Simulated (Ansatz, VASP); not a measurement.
GaSb5: VASP beside Ansatz

File INCAR:

```
ALGO     = Normal         # electronic algorithm
EDIFF    = 1E-6           # SCF threshold, eV
ENCUT    = 520            # plane-wave cutoff, eV
GGA      = PE             # functional
ISIF     = 2              # what is computed and relaxed
ISMEAR   = 0              # smearing method
LASPH    = True           # aspherical terms in the spheres
LCHARG   = False          # write CHGCAR
LREAL    = False          # projectors in reciprocal space
LWAVE    = False          # write WAVECAR
NBANDS   = 28             # bands
NELM     = 80             # most SCF steps
PREC     = Accurate       # precision mode
SIGMA    = 0.1            # smearing width, eV
```

The input KPOINTS:

```
k-points
0
Gamma
  3 3 4
```

Contents of POSCAR:

```
GaSb5
1.0
    6.2152966300      0.0000000000      0.0000000000
   -3.1076483100      5.3826047700      0.0000000000
    0.0000000000      0.0000000000      4.8859815700
Ga Sb
1 5
Direct
    0.0000000000      0.0000000000      0.0193443700
    0.5000000000      0.0000000000      0.3710892600
    0.0000000000      0.5000000000      0.3710892600
    0.5000000000      0.5000000000      0.3710892600
    0.3333333300      0.6666666700      0.8486676100
    0.6666666700      0.3333333300      0.8486676100
```

Input for Ansatz:

```yaml
crystal:
  lattice:
    - [6.21529663, 0.0, 0.0]
    - [-3.10764831, 5.38260477, 0.0]
    - [0.0, 0.0, 4.88598157]
  atoms:
    - { symbol: Ga, position: [0.0, 0.0, 0.01934437] }
    - { symbol: Sb, position: [0.5, 0.0, 0.37108926] }
    - { symbol: Sb, position: [0.0, 0.5, 0.37108926] }
    - { symbol: Sb, position: [0.5, 0.5, 0.37108926] }
    - { symbol: Sb, position: [0.33333333, 0.66666667, 0.84866761] }
    - { symbol: Sb, position: [0.66666667, 0.33333333, 0.84866761] }
basis:
  ecutwfc: 420
kpoints:
  mp_grid: { grid: [3, 3, 4] }
hamiltonian:
  xc: pbe
scf:
  occupations: { method: gaussian, width: 0.1 }
  lower_state_search: "off"
output:
  forces: true
  stress: true
  eigenvalues: true
```

Alike in both runs: task single point; functional PBE; k mesh 3 × 3 × 4; occupations gaussian, width 0.1 eV; no spin polarisation.

|  | VASP | Ansatz |
| --- | --- | --- |
| version | VASP 6.6.1 | Ansatz 0.2.0 |
| potentials or method | VASP PAW PBE potentials, release 64 (Ga_d, Sb), cutoff 520 eV | scalar-relativistic, plane waves, PAW |
| valence electrons in the cell | 38 | 88 |

Ansatz gave:

* gap on the k mesh at the Fermi level (eV): none
* pressure (GPa): 9.4
* traceless stress, the component that is largest in VASP (GPa): 7.37
* rms of the force components (eV/Å): 0.334

Question: Estimate VASP's values.

Answer: gap on the k mesh at the Fermi level (eV): none; pressure (GPa): 9.4; traceless stress, the component that is largest in VASP (GPa): 7.41; rms of the force components (eV/Å): 0.345.

Atom by atom the forces differ by 0.011 eV/Å (rms over components). A gap of «none» marks a metal or a gap that the smearing closes. With one functional, cell and mesh, what is left measures potentials, basis and numerics. VASP's potentials hold 38 valence electrons a cell and Ansatz's 88, so a difference there can come from the potentials and not from the codes.

The k mesh is coarse, so the values compare programs but aren't converged. Neither program's run includes spin-orbit coupling.
